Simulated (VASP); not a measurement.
TaN, 2 atoms in the cell. It takes space group I4/mmm (No. 139, tetragonal). Conventional cell: a = 3.168 Å, b = 3.168 Å, c = 4.122 Å, α = 90.00°, β = 90.00°, γ = 90.00°. Ta (site symmetry 4/mmm) has 6 N at 2.06 to 2.24 Å within 2.7 Å. N (site symmetry 4/mmm) has 6 Ta at 2.06 to 2.24 Å within 2.7 Å.  This cell differs from its parent crystal: ratio of the length along z to the lengths across it x 0.92, volume and fractional coordinates fixed.

| Property | Result |
| --- | --- |
| Program | VASP 6.6.1 |
| Task | single point |
| Functional | PBEsol |
| Potentials or basis | VASP PAW PBE potentials, release 64 (Ta_sv_GW, N) |
| Cutoff | 700 eV |
| k mesh | 20 × 20 × 20 |
| Occupations | gaussian, width 0.15 eV |
| Spin | no spin polarisation |
| Dipole correction | no |
| Further INCAR settings | ALGO = Normal; EDIFF = 1e-06; NBANDS = 16 |

Potentials or basis: VASP PAW PBE potentials, release 64 (Ta_sv_GW, N).

Run with:

```sh
$ cat potpaw_PBE.64/Ta_sv_GW/POTCAR potpaw_PBE.64/N/POTCAR > POTCAR
$ mpirun -np 1 vasp_std > vasp.out
```

Hardware: 1 thread of Intel(R) Xeon(R) Platinum 8488C (Sapphire Rapids), on a shared host.

Q: How long does it take, and how much memory?

A: It took 3.5 min on 1 thread of Intel(R) Xeon(R) Platinum 8488C (Sapphire Rapids), with other jobs on the host, peak memory 0.47 GiB. Counts: scf iterations 13, k points 641.
